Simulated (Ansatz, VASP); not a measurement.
Ti in VASP and in Ansatz

```
CELL_PARAMETERS angstrom
-1.66845 1.62775 1.62775
1.66845 -1.62775 1.62775
1.66845 1.62775 -1.62775
ATOMIC_POSITIONS crystal
Ti 0.00000 0.00000 0.00000
```

Change from the starting cell: strain +0.0250 x Voigt [1, 0, 0, 0, 0, 0], atoms carried along.

Alike in both runs: task single point; functional PBE; k mesh 26 × 26 × 26; occupations gaussian, width 0.15 eV; no spin polarisation.

```csv
,VASP,Ansatz
version,VASP 6.6.1,Ansatz 0.2.0
potentials or method,"VASP PAW PBE potentials, release 64 (Ti_sv), cutoff 520 eV","scalar-relativistic, plane waves, PAW"
valence electrons in the cell,12,12
```

```csv
,VASP,Ansatz,Ansatz less VASP
gap on the k mesh at the Fermi level (eV),none,none,-
pressure (GPa),-2.7,-2.4,+0.27
"traceless stress, the component that is largest in VASP (GPa)",0.38,0.38,0.000
```

A gap of «none» marks a metal or a gap that the smearing closes.
